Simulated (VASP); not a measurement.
# K (Pm-3m) in VASP: single point with LDA

Aim: the single point of K with LDA.

Program: VASP 6.6.1. These are calculated values, not measurements. Logs are shortened: lines on timing, memory, paths and dates and some standing lists are left out, and cuts for length are marked.

## 1. The cell of the first run

The structure is cubic, space group Pm-3m (No. 221). The conventional cell has a = 4.310 Å, b = 4.310 Å, c = 4.310 Å, α = 90.00°, β = 90.00°, γ = 90.00°. Within 5.7 Å of K (site symmetry m-3m) lie 6 K at 4.31 Å.

This isn't the form of K at room conditions, which is bcc.

## 2. Single point, LDA

The input, INCAR:

```
SYSTEM = K
PREC     = Accurate       ! precision mode
ENCUT    = 520            ! plane-wave cutoff, eV
EDIFF    = 1E-6           ! SCF threshold, eV
ISMEAR   = 0              ! smearing method
SIGMA    = 0.05           ! smearing width, eV
LREAL    = .FALSE.        ! projectors in reciprocal space
LASPH    = .TRUE.         ! aspherical terms in the spheres
NELM     = 60             ! most SCF steps
ALGO     = Normal         ! electronic algorithm
ISIF     = 2              ! what is computed and relaxed
LWAVE    = .FALSE.        ! write WAVECAR
LCHARG   = .FALSE.        ! write CHGCAR
GGA      = CA             ! functional
NBANDS   = 10             ! bands
```

The input, KPOINTS:

```
regular mesh
0
G
  8 8 8
  0 0 0
```

The input, POSCAR:

```
K
1.0
    4.3104394900      0.0000000000      0.0000000000
    0.0000000000      4.3104394900      0.0000000000
    0.0000000000      0.0000000000      4.3104394900
K
1
Direct
    0.0000000000      0.0000000000      0.0000000000
```

Potentials or basis: VASP PAW LDA potentials, release 64 (K_sv).

Launch:

```bash
$ cat potpaw_LDA.64/K_sv/POTCAR > POTCAR
$ mpirun -np 1 vasp_std > vasp.out
```

OUTCAR:

```text
SYSTEM = K
   PREC = Accurate
   ENCUT = 520
   EDIFF = 1E-6
   ISMEAR = 0
   LREAL = .FALSE.
   LASPH = .TRUE.
   NELM = 60
   ISIF = 2
   GGA = CA

 ion  position               nearest neighbor table
   1  0.000  0.000  0.000-

  LATTYP: Found a simple cubic cell.
 ALAT       =     4.3104394900

  Lattice vectors:

 A1 = (   4.3104394900,   0.0000000000,   0.0000000000)
 A2 = (   0.0000000000,   4.3104394900,   0.0000000000)
 A3 = (   0.0000000000,   0.0000000000,   4.3104394900)

Analysis of symmetry for initial positions (statically):
=====================================================================
 Subroutine PRICEL returns:
 Original cell was already a primitive cell.

 Routine SETGRP: Setting up the symmetry group for a
 simple cubic supercell.

 Subroutine GETGRP returns: Found 48 space group operations
 (whereof 48 operations were pure point group operations)
 out of a pool of 48 trial point group operations.

The static configuration has the point symmetry O_h .

Analysis of symmetry for dynamics (positions and initial velocities):
=====================================================================
 Subroutine PRICEL returns:
 Original cell was already a primitive cell.

 Routine SETGRP: Setting up the symmetry group for a
 simple cubic supercell.

 Subroutine GETGRP returns: Found 48 space group operations
 (whereof 48 operations were pure point group operations)
 out of a pool of 48 trial point group operations.

The dynamic configuration has the point symmetry O_h .

 Subroutine INISYM returns: Found 48 space group operations
 (whereof 48 operations are pure point group operations),
 and found     1 'primitive' translations

----------------------------------------------------------------------------------------

                                     Primitive cell

  volume of cell :      80.0875

  direct lattice vectors                    reciprocal lattice vectors
     4.310439490  0.000000000  0.000000000     0.231994905  0.000000000  0.000000000
     0.000000000  4.310439490  0.000000000     0.000000000  0.231994905  0.000000000
     0.000000000  0.000000000  4.310439490     0.000000000  0.000000000  0.231994905

  length of vectors
     4.310439490  4.310439490  4.310439490     0.231994905  0.231994905  0.231994905

  position of ions in fractional coordinates (direct lattice)
     0.000000000  0.000000000  0.000000000

  ion indices of the primitive-cell ions
   primitive index   ion index
                 1           1

----------------------------------------------------------------------------------------

 KPOINTS: regular mesh

Automatic generation of k-mesh.
 Grid dimensions read from file:
 generate k-points for:    8    8    8

 Generating k-lattice:

  Cartesian coordinates                     Fractional coordinates (reciprocal lattice)
     0.028999363  0.000000000  0.000000000     0.125000000  0.000000000  0.000000000
     0.000000000  0.028999363  0.000000000     0.000000000  0.125000000  0.000000000
     0.000000000  0.000000000  0.028999363     0.000000000  0.000000000  0.125000000

  Length of vectors
     0.028999363  0.028999363  0.028999363

  Shift w.r.t. Gamma in fractional coordinates (k-lattice)
     0.000000000  0.000000000  0.000000000

 Subroutine IBZKPT returns following result:
 ===========================================

 Found     35 irreducible k-points:

 Following reciprocal coordinates:
            Coordinates               Weight
  0.000000  0.000000  0.000000      1.000000
  0.125000  0.000000  0.000000      6.000000
  0.250000  0.000000  0.000000      6.000000
  0.375000  0.000000  0.000000      6.000000
  0.500000  0.000000  0.000000      3.000000
  0.125000  0.125000  0.000000     12.000000
[... 16 lines left out ...]
  0.375000  0.375000  0.125000     24.000000
  0.500000  0.375000  0.125000     24.000000
 [... further k-points ...]
   k-points           NKPTS =     35   k-points in BZ     NKDIM =     35   number of bands    NBANDS=     10
   number of dos      NEDOS =    301   number of ions     NIONS =      1
   total plane-waves  NPLWV =  32768
   dimension x,y,z NGX =    32 NGY =   32 NGZ =   32
   dimension x,y,z NGXF=    64 NGYF=   64 NGZF=   64
   ions per type =               1
   NGX,Y,Z   is equivalent  to a cutoff of  12.34, 12.34, 12.34 a.u.
   NGXF,Y,Z  is equivalent  to a cutoff of  24.68, 24.68, 24.68 a.u.
 SYSTEM =  K
   PREC   = accura    normal or accurate (medium, high low for compatibility)
   ISTART =      0    job   : 0-new  1-cont  2-samecut
   ICHARG =      2    charge: 1-file 2-atom 10-const
   ISPIN  =      1    spin polarized calculation?
   LNONCOLLINEAR =      F non collinear calculations
   LSORBIT =      F    spin-orbit coupling
   LASPH  =      T    aspherical Exc in radial PAW
   ENCUT  =  520.0 eV  38.22 Ry    6.18 a.u.   8.01  8.01  8.01*2*pi/ulx,y,z
   NELM   =     60;   NELMIN=  2; NELMDL= -5     # of ELM steps
   EDIFF  = 0.1E-05   stopping-criterion for ELM
   LREAL  =      F    real-space projection
   EDIFFG = 0.1E-04   stopping-criterion for IOM
   NSW    =      0    number of steps for IOM
   IBRION =     -1    ionic relax: 0-MD 1-quasi-New 2-CG
   NFREE  =      0    steps in history (QN), initial steepest desc. (CG)
   ISIF   =      2    stress and relaxation
   ISYM   =      2    0-nonsym 1-usesym 2-fastsym
   POTIM  = 0.5000    time-step for ionic-motion
   TEBEG  =    0.0;   TEEND  =   0.0 temperature during run
   PSTRESS=    0.0 pullay stress
   NELECT =       9.0000    total number of electrons
   NUPDOWN=      -1.0000    fix difference up-down
   EMIN   =  10.00;   EMAX   =-10.00  energy-range for DOS
   EFERMI =   0.00;   METHOD = LEGACY
   ISMEAR =     0;   SIGMA  =   0.05  broadening in eV -4-tet -1-fermi 0-gaus
   EFERMI_NEDOS =   21; number of points for ismear=-14 and -15
   IALGO  =     38    algorithm
   IMIX   =      4    mixing-type and parameters
     AMIX     =   0.40;   BMIX     =  1.00
     AMIX_MAG =   1.60;   BMIX_MAG =  1.00
  volume/ion in A,a.u.               =      80.09       540.46
  Fermi-wavevector in a.u.,A,eV,Ry     =   0.790013  1.492908  8.491671  0.624120
  Thomas-Fermi vector in A             =   1.895269
   LORBIT       =      0    0 simple, 1 ext, 2 COOP (PROOUT), +10 PAW based schemes
   GGA     = CA    functional components
   LHFCALC =     F    Hartree Fock is set to
   AEXX    =    0.0000 exact exchange contribution
   IVDW    =     0    specifies the selected vdW correction
   LEPSILON=     F    determine dielectric tensor
   LRPA    =     F    only Hartree local field effects (RPA)
 non-spin polarized calculation
 Gauss-broadening in eV      SIGMA  =   0.05
  energy-cutoff  :      520.00
  volume of cell :       80.09
 maximum number of plane-waves:      2192
   NGX = 17   NGY = 17   NGZ = 17

 number of electron       9.0000003 magnetization

 Free energy of the ion-electron system (eV)
  ---------------------------------------------------
  ext. energy  EPLUGINS =         0.00000000
  ---------------------------------------------------
  free energy    TOTEN  =        -1.04574857 eV

  energy without entropy =       -1.04533408  energy(sigma->0) =       -1.04554133

 E-fermi :  -0.4514     XC(G=0):  -5.6395

 val. band max:       -0.5762857635   @ k =   0.5000   0.0000   0.0000
 cond. band min:      -0.4172250150   @ k =   0.5000   0.1250   0.0000
 fundamental gap:      0.1590607486
 Fermi energy:        -0.4514210812

 k-point     1 :       0.0000    0.0000    0.0000
  band No.  band energies     occupation
      1     -32.4677      2.00000
      2     -16.1392      2.00000
      3     -16.1392      2.00000
      4     -16.1392      2.00000
      5      -2.5117      2.00000
      6       2.3285      0.00000
      7       2.3285      0.00000
      8       5.5359      0.00000
      9       5.5373      0.00000
     10       5.5426      0.00000

 k-point     2 :       0.1250    0.0000    0.0000
  band No.  band energies     occupation
      1     -32.4670      2.00000
      2     -16.1522      2.00000
      3     -16.1381      2.00000
      4     -16.1381      2.00000
      5      -2.3671      2.00000
      6       2.1852      0.00000
      7       2.3969      0.00000
      8       5.0268      0.00000
      9       5.0270      0.00000
     10       5.3486      0.00000

 k-point     3 :       0.2500    0.0000    0.0000
  band No.  band energies     occupation
      1     -32.4655      2.00000
      2     -16.1832      2.00000
      3     -16.1355      2.00000
      4     -16.1355      2.00000
      5      -1.9455      2.00000
      6       1.5891      0.00000
      7       2.5788      0.00000
      8       4.5208      0.00000
      9       4.5208      0.00000
     10       5.1471      0.00000

 k-point     4 :       0.3750    0.0000    0.0000
  band No.  band energies     occupation
      1     -32.4639      2.00000
      2     -16.2139      2.00000
      3     -16.1329      2.00000
      4     -16.1329      2.00000
      5      -1.2822      2.00000
      6       0.6318      0.00000
      7       2.7925      0.00000
      8       4.1924      0.00000
      9       4.1924      0.00000
     10       5.6462      0.00000
[... 222 lines left out ...]
 k-point    22 :       0.5000    0.2500    0.1250
  band No.  band energies     occupation
      1     -32.4605      2.00000
      2     -16.2196      2.00000
      3     -16.1728      2.00000
      4     -16.1404      2.00000
      5       0.1906      0.00000
      6       0.1978      0.00000
      7       2.8581      0.00000
      8       2.9408      0.00000
      9       4.0856      0.00000
     10       4.5119      0.00000

 k-point    23 :       0.3750    0.3750    0.1250
  band No.  band energies     occupation
      1     -32.4596      2.00000
      2     -16.2042      2.00000
      3     -16.2032      2.00000
      4     -16.1389      2.00000
      5      -0.0417      0.00000
      6       1.4544      0.00000
      7       1.7962      0.00000
      8       2.9500      0.00000
      9       4.0947      0.00000
     10       4.4043      0.00000

 k-point    24 :       0.5000    0.3750    0.1250
  band No.  band energies     occupation
      1     -32.4590      2.00000
      2     -16.2159      2.00000
      3     -16.2022      2.00000
      4     -16.1378      2.00000
      5       0.5633      0.00000
      6       0.8731      0.00000
      7       2.1237      0.00000
      8       2.4862      0.00000
      9       4.2633      0.00000
     10       4.3402      0.00000

 [... further k-points ...]

------------------------ aborting loop because EDIFF is reached ----------------------------------------

  FORCE on cell =-STRESS in cart. coord.  units (eV):
  Direction    XX          YY          ZZ          XY          YZ          ZX
  --------------------------------------------------------------------------------------
  -------------------------------------------------------------------------------------
  Total       -0.2127018     -0.2127018     -0.2127018      0.0000000      0.0000000     -0.0000000
  in kB       -4.2551707     -4.2551707     -4.2551707      0.0000000      0.0000000     -0.0000000
  external PRESSURE =      -4.2551707 kB  Pullay stress =       0.0000000 kB

 VOLUME and BASIS-vectors are now :
 -----------------------------------------------------------------------------
  energy-cutoff  :      520.00
  volume of cell :       80.09
      direct lattice vectors                 reciprocal lattice vectors
     4.310439490  0.000000000  0.000000000     0.231994905  0.000000000  0.000000000
     0.000000000  4.310439490  0.000000000     0.000000000  0.231994905  0.000000000
     0.000000000  0.000000000  4.310439490     0.000000000  0.000000000  0.231994905

 POSITION                                       TOTAL-FORCE (eV/Angst)
 -----------------------------------------------------------------------------------
      0.00000      0.00000      0.00000         0.000000      0.000000      0.000000
 -----------------------------------------------------------------------------------
    total drift:                                0.000000      0.000000      0.000000

  FREE ENERGIE OF THE ION-ELECTRON SYSTEM (eV)
  ---------------------------------------------------
  free  energy   TOTEN  =        -1.0457485719 eV

  energy  without entropy=       -1.0453340792  energy(sigma->0) =       -1.04554133
```

Run time: 16 s. Hardware: 1 thread of AMD EPYC 7R43 (Zen 3), shared host; peak memory 0.12 GiB.

Results:

- Free energy: -1.0457 eV
- Pressure: -0.4 GPa
- Band gap on the k mesh: zero (an odd number of electrons rules out a gap without spin polarisation)

Levels at points of the mesh, in eV from the Fermi level:
| k point | band 1 | band 2 | band 3 | band 4 | band 5 | band 6 | band 7 | band 8 | band 9 |
| --- | --- | --- | --- | --- | --- | --- | --- | --- | --- |
| (0.00, 0.00, 0.00) | -32.02 | -15.69 | -15.69 | -15.69 | -2.06 | 2.78 | 2.78 | 5.99 | 5.99 |
| (0.50, 0.00, 0.00) | -32.01 | -15.78 | -15.68 | -15.68 | -0.12 | 0.25 | 3.35 | 4.53 | 4.53 |
| (0.50, 0.50, 0.00) | -32.01 | -15.76 | -15.76 | -15.67 | 1.19 | 1.92 | 2.14 | 2.14 | 4.94 |
| (0.50, 0.50, 0.50) | -32.00 | -15.75 | -15.75 | -15.75 | 2.27 | 2.27 | 2.27 | 4.17 | 4.17 |
